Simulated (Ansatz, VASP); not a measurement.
## Cu in VASP and in Ansatz

```
Cu
1.0
     0.00000    1.79665    1.79665
     1.79665    0.00000    1.79665
     1.79665    1.79665    0.00000
Cu
1
Direct
  0.00000 0.00000 0.00000
```

Alike in both runs: task single point; functional PBE; k mesh 7 × 7 × 7; occupations fermi-dirac, width 0.1 eV; no spin polarisation.

```csv
,VASP,Ansatz
version,VASP 6.6.1,Ansatz 0.2.0
potentials or method,"VASP PAW PBE potentials, release 64 (Cu), cutoff 600 eV","PAW, plane waves, scalar-relativistic"
valence electrons in the cell,11,19
```

|  | VASP | Ansatz | Ansatz less VASP |
| --- | --- | --- | --- |
| pressure (GPa) | 5.0 | 4.4 | -0.61 |

With one functional, cell and mesh, what is left measures potentials, basis and numerics. VASP's potentials hold 11 valence electrons a cell and Ansatz's 19, so a difference there can come from the potentials and not from the codes.

The k mesh is coarse, so the values compare programs but aren't converged.
